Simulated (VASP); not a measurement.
Write the native input for VASP 6.6.1 that does the following.

- Task: single point
- Functional: PBEsol
- Potentials or basis: VASP PAW PBE potentials, release 64 (Cu, O)
- Cutoff: 520 eV
- k mesh: 9 × 9 × 5
- Occupations: fermi-dirac, width 0.05 eV
- Spin: no spin polarisation
- Dipole correction: no
- Further INCAR settings: ALGO = Normal; EDIFF = 1e-06; NBANDS = 25

The structure of CuO lies in POSCAR:

```
CuO
1.0
    1.8997755764     -2.0760104765      0.0000000000
    1.8997755764      2.0760104765      0.0000000000
    0.0000000000      0.0000000000      5.0892506870
Cu O
2 2
Direct
    0.5000000000      0.0000000000      0.0000000000
    0.0000000000      0.5000000000      0.5000000000
    0.5000000000      0.5000000000      0.2500000000
    0.5000000000      0.5000000000      0.7500000000
```

These files were run (other wordings do the same):

INCAR

```
ALGO = Normal
EDIFF = 1E-6
ENCUT = 520
GGA = PS
ISIF = 2
ISMEAR = -1
LASPH = True
LCHARG = False
LREAL = False
LWAVE = False
NBANDS = 25
NELM = 80
PREC = Accurate
SIGMA = 0.05
```

KPOINTS

```
k-points
0
Gamma
  9 9 5
```

Potentials or basis: VASP PAW PBE potentials, release 64 (Cu, O).

Launch:

```console
$ cat potpaw_PBE.64/Cu/POTCAR potpaw_PBE.64/O/POTCAR > POTCAR
$ mpirun -np 1 vasp_std > vasp.out
```

Results of the run:

```
Pressure               : 10.9 GPa
Band gap on the k mesh : zero (bands 17 and 18 overlap by 0.91 eV)
```

Caveat: the cell stands under pressure; the PAW data sets were made with another functional, which shifts forces and pressure a little; semilocal functionals often make such compounds metallic where correlation or magnetic order opens a gap, which also shifts bond lengths.

It took 2 min on 1 thread of Intel Xeon 8259CL, with other jobs on the host, peak memory 0.2 GiB.
